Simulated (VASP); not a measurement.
# WS2 (Tungstenite) (R3m) in VASP: notebook

WS2 (Tungstenite) is run at these levels: LDA+U; tasks: single point.

All numbers are computed with VASP 6.6.1; they aren't measurements. Logs are shortened: lines on timing, memory, paths and dates and some standing lists are left out, and cuts for length are marked.

### Step 1. The cell of the first run

Symmetry: R3m, No. 160, trigonal system. The conventional cell has a = 3.158 Å, b = 3.158 Å, c = 18.490 Å, α = 90.00°, β = 90.00°, γ = 120.00°. Within 3.2 Å of W (site symmetry 3m) lie 6 S at 2.39 to 2.42 Å and 6 W at 3.16 Å. S (site symmetry 3m) has 3 W at 2.39 Å and 7 S at 3.13 to 3.16 Å within 3.2 Å. S (site symmetry 3m) has 3 W at 2.42 Å and 7 S at 3.13 to 3.16 Å within 3.2 Å.

### Step 2. Single point, LDA+U

Input file INCAR:

```
SYSTEM = WS2
PREC = Accurate
ENCUT = 520
EDIFF = 1E-6
ISMEAR = 1
SIGMA = 0.02
LREAL = .FALSE.
LASPH = .TRUE.
NELM = 150
ALGO = Normal
ISIF = 2
LWAVE = .FALSE.
LCHARG = .FALSE.
LMAXMIX = 4
LDAU = .TRUE.
LDAUTYPE = 1
LDAUL = 2 -1
LDAUU = 5.9 0
LDAUJ = 0.9 0
LDAUPRINT = 1
NBANDS = 20
```

Input file KPOINTS:

```
regular mesh
0
G
  9 9 9
  0 0 0
```

Input file POSCAR:

```
WS2
1.0
    1.5790000000      0.9116360800      6.1633333300
   -1.5790000000      0.9116360800      6.1633333300
    0.0000000000     -1.8232721500      6.1633333300
W S
1 2
Direct
    0.0000000000      0.0000000000      0.0000000000
    0.2496999997      0.2496999997      0.2497000010
    0.4189999995      0.4189999995      0.4190000018
```

Potentials or basis: VASP PAW LDA potentials, release 64 (W_sv, S).

On the command line:

```console
$ cat potpaw_LDA.64/W_sv/POTCAR potpaw_LDA.64/S/POTCAR > POTCAR
$ mpirun -np 1 vasp_std > vasp.out
```

OUTCAR:

```text
SYSTEM = WS2
   PREC = Accurate
   ENCUT = 520
   EDIFF = 1E-6
   ISMEAR = 1
   LREAL = .FALSE.
   LASPH = .TRUE.
   NELM = 150
   ISIF = 2

 ion  position               nearest neighbor table
   1  0.000  0.000  0.000-   2 2.39   2 2.39   2 2.39   3 2.42   3 2.42   3 2.42
   2  0.250  0.250  0.250-   1 2.39   1 2.39   1 2.39
   3  0.419  0.419  0.419-   1 2.42   1 2.42   1 2.42

  LATTYP: Found a trigonal (rhomboedric) cell.
 ALAT       =     6.4273633069
 COS(alpha) =     0.8792940833

  Lattice vectors:

 A1 = (   1.5790000000,   0.9116360800,   6.1633333300)
 A2 = (  -1.5790000000,   0.9116360800,   6.1633333300)
 A3 = (   0.0000000000,  -1.8232721500,   6.1633333300)

Analysis of symmetry for initial positions (statically):
=====================================================================
 Subroutine PRICEL returns:
 Original cell was already a primitive cell.

 Routine SETGRP: Setting up the symmetry group for a
 trigonal (rhombohedral) supercell.

 Subroutine GETGRP returns: Found  6 space group operations
 (whereof  6 operations were pure point group operations)
 out of a pool of 12 trial point group operations.

The static configuration has the point symmetry C_3v.

Analysis of symmetry for dynamics (positions and initial velocities):
=====================================================================
 Subroutine PRICEL returns:
 Original cell was already a primitive cell.

 Routine SETGRP: Setting up the symmetry group for a
 trigonal (rhombohedral) supercell.

 Subroutine GETGRP returns: Found  6 space group operations
 (whereof  6 operations were pure point group operations)
 out of a pool of 12 trial point group operations.

The dynamic configuration has the point symmetry C_3v.

 Subroutine INISYM returns: Found  6 space group operations
 (whereof  6 operations are pure point group operations),
 and found     1 'primitive' translations

----------------------------------------------------------------------------------------

                                     Primitive cell

  volume of cell :      53.2317

  direct lattice vectors                    reciprocal lattice vectors
     1.579000000  0.911636080  6.163333330     0.316656111  0.182821491  0.054083288
    -1.579000000  0.911636080  6.163333330    -0.316656111  0.182821491  0.054083288
     0.000000000 -1.823272150  6.163333330     0.000000000 -0.365642982  0.054083288

  length of vectors
     6.427363307  6.427363307  6.427363306     0.369621147  0.369621147  0.369621147

  position of ions in fractional coordinates (direct lattice)
     0.000000000  0.000000000  0.000000000
     0.249700000  0.249700000  0.249700001
     0.419000000  0.419000000  0.419000002

  ion indices of the primitive-cell ions
   primitive index   ion index
                 1           1
                 2           2
                 3           3

----------------------------------------------------------------------------------------

 KPOINTS: regular mesh

Automatic generation of k-mesh.
 Grid dimensions read from file:
 generate k-points for:    9    9    9

 Generating k-lattice:

  Cartesian coordinates                     Fractional coordinates (reciprocal lattice)
     0.035184012  0.020313499  0.006009254     0.111111111  0.000000000  0.000000000
    -0.035184012  0.020313499  0.006009254     0.000000000  0.111111111  0.000000000
     0.000000000 -0.040626998  0.006009254     0.000000000  0.000000000  0.111111111

  Length of vectors
     0.041069016  0.041069016  0.041069016

  Shift w.r.t. Gamma in fractional coordinates (k-lattice)
     0.000000000  0.000000000  0.000000000

 Subroutine IBZKPT returns following result:
 ===========================================

 Found     85 irreducible k-points:

 Following reciprocal coordinates:
            Coordinates               Weight
  0.000000  0.000000  0.000000      1.000000
  0.111111  0.000000  0.000000      6.000000
  0.222222  0.000000 -0.000000      6.000000
  0.333333 -0.000000  0.000000      6.000000
  0.444444  0.000000 -0.000000      6.000000
  0.111111  0.111111  0.000000      6.000000
[... 16 lines left out ...]
 -0.333333  0.333333  0.000000      6.000000
  0.444444  0.444444 -0.000000      6.000000
 [... further k-points ...]
   k-points           NKPTS =     85   k-points in BZ     NKDIM =     85   number of bands    NBANDS=     20
   number of dos      NEDOS =    301   number of ions     NIONS =      3
   total plane-waves  NPLWV = 110592
   dimension x,y,z NGX =    48 NGY =   48 NGZ =   48
   dimension x,y,z NGXF=    96 NGYF=   96 NGZF=   96
   ions per type =               1   2
   NGX,Y,Z   is equivalent  to a cutoff of  12.42, 12.42, 12.42 a.u.
   NGXF,Y,Z  is equivalent  to a cutoff of  24.83, 24.83, 24.83 a.u.
 SYSTEM =  WS2
   PREC   = accura    normal or accurate (medium, high low for compatibility)
   ISTART =      0    job   : 0-new  1-cont  2-samecut
   ICHARG =      2    charge: 1-file 2-atom 10-const
   ISPIN  =      1    spin polarized calculation?
   LNONCOLLINEAR =      F non collinear calculations
   LSORBIT =      F    spin-orbit coupling
   LASPH  =      T    aspherical Exc in radial PAW
   ENCUT  =  520.0 eV  38.22 Ry    6.18 a.u.  11.95 11.95 11.95*2*pi/ulx,y,z
   NELM   =    150;   NELMIN=  2; NELMDL= -5     # of ELM steps
   EDIFF  = 0.1E-05   stopping-criterion for ELM
   LREAL  =      F    real-space projection
   EDIFFG = 0.1E-04   stopping-criterion for IOM
   NSW    =      0    number of steps for IOM
   IBRION =     -1    ionic relax: 0-MD 1-quasi-New 2-CG
   NFREE  =      0    steps in history (QN), initial steepest desc. (CG)
   ISIF   =      2    stress and relaxation
   ISYM   =      2    0-nonsym 1-usesym 2-fastsym
   POTIM  = 0.5000    time-step for ionic-motion
   TEBEG  =    0.0;   TEEND  =   0.0 temperature during run
   PSTRESS=    0.0 pullay stress
   NELECT =      26.0000    total number of electrons
   NUPDOWN=      -1.0000    fix difference up-down
   EMIN   =  10.00;   EMAX   =-10.00  energy-range for DOS
   EFERMI =   0.00;   METHOD = LEGACY
   ISMEAR =     1;   SIGMA  =   0.02  broadening in eV -4-tet -1-fermi 0-gaus
   EFERMI_NEDOS =   21; number of points for ismear=-14 and -15
   IALGO  =     38    algorithm
   IMIX   =      4    mixing-type and parameters
     AMIX     =   0.40;   BMIX     =  1.00
     AMIX_MAG =   1.60;   BMIX_MAG =  1.00
  volume/ion in A,a.u.               =      17.74       119.74
  Fermi-wavevector in a.u.,A,eV,Ry     =   1.289266  2.436359 22.615687  1.662206
  Thomas-Fermi vector in A             =   2.421169
   LORBIT       =      0    0 simple, 1 ext, 2 COOP (PROOUT), +10 PAW based schemes
 LDA+U is selected, type is set to LDAUTYPE =  1
   angular momentum for each species LDAUL =     2   -1
   U (eV)           for each species LDAUU =   5.9  0.0
   J (eV)           for each species LDAUJ =   0.9  0.0
   GGA     = CA    functional components
   LHFCALC =     F    Hartree Fock is set to
   AEXX    =    0.0000 exact exchange contribution
   IVDW    =     0    specifies the selected vdW correction
   LEPSILON=     F    determine dielectric tensor
   LRPA    =     F    only Hartree local field effects (RPA)
 non-spin polarized calculation
 Methfessel and Paxton  Order N= 1 SIGMA  =   0.02
  energy-cutoff  :      520.00
  volume of cell :       53.23
 maximum number of plane-waves:      1448
   NGX = 23   NGY = 23   NGZ = 23

atom =   1  type =  1  l = 2

 onsite density matrix

spin component  1

  0.3360  0.0000  0.0000  0.0025  0.0000
  0.0000  0.3207  0.0000 -0.0000  0.0025
  0.0000  0.0000  0.3615  0.0000  0.0000
  0.0025 -0.0000  0.0000  0.3207 -0.0000
  0.0000  0.0025  0.0000 -0.0000  0.3360

spin component  2

  0.3360  0.0000  0.0000  0.0025  0.0000
  0.0000  0.3207  0.0000 -0.0000  0.0025
  0.0000  0.0000  0.3615  0.0000  0.0000
  0.0025 -0.0000  0.0000  0.3207 -0.0000
  0.0000  0.0025  0.0000 -0.0000  0.3360

 occupancies and eigenvectors

  o =  0.3203  v =  0.1548 -0.0000  0.0000 -0.9880  0.0000  0.0000  0.0000  0.0000  0.0000  0.0000      0.0000  0.0000  0.0000  0.0000  0.0000  0.0000  0.0000  0.0000  0.0000  0.0000
  o =  0.3203  v =  0.0000  0.0000  0.0000  0.0000  0.0000  0.1548 -0.0000  0.0000 -0.9880  0.0000      0.0000  0.0000  0.0000  0.0000  0.0000  0.0000  0.0000  0.0000  0.0000  0.0000
  o =  0.3203  v = -0.0000 -0.9880  0.0000  0.0000  0.1548  0.0000  0.0000  0.0000  0.0000  0.0000      0.0000  0.0000  0.0000  0.0000  0.0000  0.0000  0.0000  0.0000  0.0000  0.0000
  o =  0.3203  v =  0.0000  0.0000  0.0000  0.0000  0.0000 -0.0000 -0.9880  0.0000  0.0000  0.1548      0.0000  0.0000  0.0000  0.0000  0.0000  0.0000  0.0000  0.0000  0.0000  0.0000
  o =  0.3364  v =  0.0000 -0.1548  0.0000  0.0000 -0.9880  0.0000  0.0000  0.0000  0.0000  0.0000      0.0000  0.0000  0.0000  0.0000  0.0000  0.0000  0.0000  0.0000  0.0000  0.0000
  o =  0.3364  v =  0.0000  0.0000  0.0000  0.0000  0.0000  0.0000 -0.1548  0.0000  0.0000 -0.9880      0.0000  0.0000  0.0000  0.0000  0.0000  0.0000  0.0000  0.0000  0.0000  0.0000
  o =  0.3364  v =  0.9880  0.0000 -0.0000  0.1548  0.0000  0.0000  0.0000  0.0000  0.0000  0.0000      0.0000  0.0000  0.0000  0.0000  0.0000  0.0000  0.0000  0.0000  0.0000  0.0000
  o =  0.3364  v =  0.0000  0.0000  0.0000  0.0000  0.0000  0.9880  0.0000 -0.0000  0.1548  0.0000      0.0000  0.0000  0.0000  0.0000  0.0000  0.0000  0.0000  0.0000  0.0000  0.0000
  o =  0.3615  v =  0.0000  0.0000  0.0000  0.0000  0.0000 -0.0000 -0.0000 -1.0000  0.0000 -0.0000      0.0000  0.0000  0.0000  0.0000  0.0000  0.0000  0.0000  0.0000  0.0000  0.0000
  o =  0.3615  v = -0.0000 -0.0000 -1.0000  0.0000 -0.0000  0.0000  0.0000  0.0000  0.0000  0.0000      0.0000  0.0000  0.0000  0.0000  0.0000  0.0000  0.0000  0.0000  0.0000  0.0000

 number of electron      26.0000001 magnetization

 Free energy of the ion-electron system (eV)
  ---------------------------------------------------
  ext. energy  EPLUGINS =         0.00000000
  ---------------------------------------------------
  free energy    TOTEN  =       -20.61748978 eV

  energy without entropy =      -20.61748978  energy(sigma->0) =      -20.61748978

 E-fermi :   7.7550     XC(G=0): -11.2447

 val. band max:        7.5205142390   @ k =   0.4444   0.4444   0.4444
 cond. band min:       8.6057299443   @ k =  -0.2222   0.1111   0.0000
 fundamental gap:      1.0852157054
 Fermi energy:         7.7550383412

 k-point     1 :       0.0000    0.0000    0.0000
  band No.  band energies     occupation
      1     -67.4166      2.00000
      2     -31.8973      2.00000
      3     -31.7279      2.00000
      4     -31.7279      2.00000
      5      -8.2012      2.00000
      6      -6.1393      2.00000
[... 12 lines left out ...]
     19      15.1595      0.00000
     20      15.7720      0.00000

 k-point     2 :       0.1111    0.0000    0.0000
  band No.  band energies     occupation
      1     -67.4144      2.00000
      2     -31.8896      2.00000
      3     -31.7711      2.00000
      4     -31.7380      2.00000
      5      -7.9861      2.00000
      6      -6.0743      2.00000
[... 12 lines left out ...]
     19      15.7719      0.00000
     20      16.0350      0.00000

 k-point     3 :       0.2222    0.0000   -0.0000
  band No.  band energies     occupation
      1     -67.4087      2.00000
      2     -31.8792      2.00000
      3     -31.8700      2.00000
      4     -31.7633      2.00000
      5      -7.3952      2.00000
      6      -5.8958      2.00000
[... 12 lines left out ...]
     19      15.7307      0.00000
     20      16.2490      0.00000

 k-point     4 :       0.3333   -0.0000    0.0000
  band No.  band energies     occupation
      1     -67.4023      2.00000
      2     -31.9995      2.00000
      3     -31.8479      2.00000
      4     -31.7920      2.00000
      5      -6.6040      2.00000
      6      -5.6627      2.00000
[... 429 lines left out ...]
 k-point    23 :      -0.3333    0.3333    0.0000
  band No.  band energies     occupation
      1     -67.3952      2.00000
      2     -31.9965      2.00000
      3     -31.9620      2.00000
      4     -31.8231      2.00000
      5      -5.4896      2.00000
      6      -5.3250      2.00000
[... 12 lines left out ...]
     19      14.3361      0.00000
     20      16.3085      0.00000

 k-point    24 :       0.4444    0.4444   -0.0000
  band No.  band energies     occupation
      1     -67.3981      2.00000
      2     -32.0769      2.00000
      3     -31.8333      2.00000
      4     -31.8106      2.00000
      5      -5.8856      2.00000
      6      -5.5915      2.00000
[... 12 lines left out ...]
     19      14.0583      0.00000
     20      15.5756      0.00000

 [... further k-points ...]

------------------------ aborting loop because EDIFF is reached ----------------------------------------

  FORCE on cell =-STRESS in cart. coord.  units (eV):
  Direction    XX          YY          ZZ          XY          YZ          ZX
  --------------------------------------------------------------------------------------
  -------------------------------------------------------------------------------------
  Total        0.2130099      0.2130099      0.5230592      0.0000000      0.0000000     -0.0000000
  in kB        6.4112060      6.4112060     15.7431234      0.0000000      0.0000000     -0.0000000
  external PRESSURE =       9.5218451 kB  Pullay stress =       0.0000000 kB

 VOLUME and BASIS-vectors are now :
 -----------------------------------------------------------------------------
  energy-cutoff  :      520.00
  volume of cell :       53.23
      direct lattice vectors                 reciprocal lattice vectors
     1.579000000  0.911636080  6.163333330     0.316656111  0.182821491  0.054083288
    -1.579000000  0.911636080  6.163333330    -0.316656111  0.182821491  0.054083288
     0.000000000 -1.823272150  6.163333330     0.000000000 -0.365642982  0.054083288

 POSITION                                       TOTAL-FORCE (eV/Angst)
 -----------------------------------------------------------------------------------
      0.00000      0.00000      0.00000         0.000000      0.000000      0.615837
      0.00000      0.00000      4.61695         0.000000     -0.000000     -0.549719
      0.00000     -0.00000      7.74731         0.000000     -0.000000     -0.066118
 -----------------------------------------------------------------------------------
    total drift:                               -0.000000      0.000003      0.000031

  FREE ENERGIE OF THE ION-ELECTRON SYSTEM (eV)
  ---------------------------------------------------
  free  energy   TOTEN  =       -20.6174897845 eV

  energy  without entropy=      -20.6174897845  energy(sigma->0) =      -20.61748978
```

It took 3.4 min on 1 thread of Intel Xeon Platinum 8488C (Sapphire Rapids), shared host; peak memory 0.3 GiB.

What came out:

```
Free energy            : -20.6175 eV
Pressure               : 1.0 GPa
Largest force          : 0.616 eV/Å
Band gap on the k mesh : 1.09 eV, indirect (least direct gap 1.82 eV)
```

Forces in eV/Å, atoms in the order of the input:
```
W    0.000  0.000  0.616
S    0.000  0.000 -0.550
S    0.000  0.000 -0.066
```

Stress tensor (GPa, compression positive):
```
0.64 0.00 0.00
0.00 0.64 0.00
0.00 0.00 1.57
```

Eigenvalues of the final occupation matrices:
```
    site  spin  trace               eigenvalues
site 1 d     1   1.67  0.32 0.32 0.34 0.34 0.36
site 1 d     2   1.67  0.32 0.32 0.34 0.34 0.36
```

Caveat: spin-orbit coupling is left out, which moves the levels of the heavy elements. A k mesh can miss the band edges.

[end of part 1 of 2]
